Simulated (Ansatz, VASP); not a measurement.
## Zr3Ag in VASP and in Ansatz

Contents of INCAR:

```
SYSTEM = Zr3Ag
ALGO = Normal
EDIFF = 1E-6
ENCUT = 520
GGA = CA
ISIF = 2
ISMEAR = -1
LASPH = .True.
LCHARG = .False.
LREAL = .False.
LWAVE = .False.
NBANDS = 32
NELM = 80
PREC = Accurate
SIGMA = 0.15
```

File KPOINTS:

```
k-points
0
Gamma
  5 5 5
  0 0 0
```

Contents of POSCAR:

```
Zr3Ag
1.0
    4.4164950000      0.0000000000      0.0000000000
    0.0000000000      4.4164950000      0.0000000000
    0.0000000000      0.0000000000      4.4164950000
Zr Ag
3 1
Direct
    0.5000000000      0.5000000000      0.0000000000
    0.0000000000      0.5000000000      0.5000000000
    0.5000000000      0.0000000000      0.5000000000
    0.0000000000      0.0000000000      0.0000000000
```

Input for Ansatz:

```yaml
crystal:
  lattice:
    - [4.416495, 0.0, 0.0]
    - [0.0, 4.416495, 0.0]
    - [0.0, 0.0, 4.416495]
  atoms:
    - { symbol: Zr, position: [0.5, 0.5, 0.0] }
    - { symbol: Zr, position: [0.0, 0.5, 0.5] }
    - { symbol: Zr, position: [0.5, 0.0, 0.5] }
    - { symbol: Ag, position: [0.0, 0.0, 0.0] }
kpoints:
  mp_grid:
    grid: [5, 5, 5]
hamiltonian:
  xc: lda
  pseudopotentials:
    kind: paw
scf:
  occupations:
    method: fermi_dirac
    width: 0.15
output:
  forces: true
  stress: true
  eigenvalues: true
```

Alike in both runs: task single point; functional LDA; k mesh 5 × 5 × 5; occupations fermi-dirac, width 0.15 eV; no spin polarisation.

|  | VASP | Ansatz |
| --- | --- | --- |
| version | VASP 6.6.1 | Ansatz 0.2.0 |
| potentials or method | VASP PAW LDA potentials, release 64 (Zr_sv, Ag) | plane waves, PAW |
| plane-wave cutoff (eV) | 520 | 420 |
| valence electrons in the cell | 47 | 55 |

```csv
,VASP,Ansatz,Ansatz less VASP
gap on the k mesh at the Fermi level (eV),none,none,-
pressure (GPa),-7.6,-7.7,-0.14
```

LDA's correlation is that of Perdew and Zunger in VASP and of Perdew and Wang (1992) in Ansatz. A gap of «none» marks a metal or a gap that the smearing closes. VASP's potentials hold 47 valence electrons a cell and Ansatz's 55, so a difference there can come from the potentials and not from the codes.
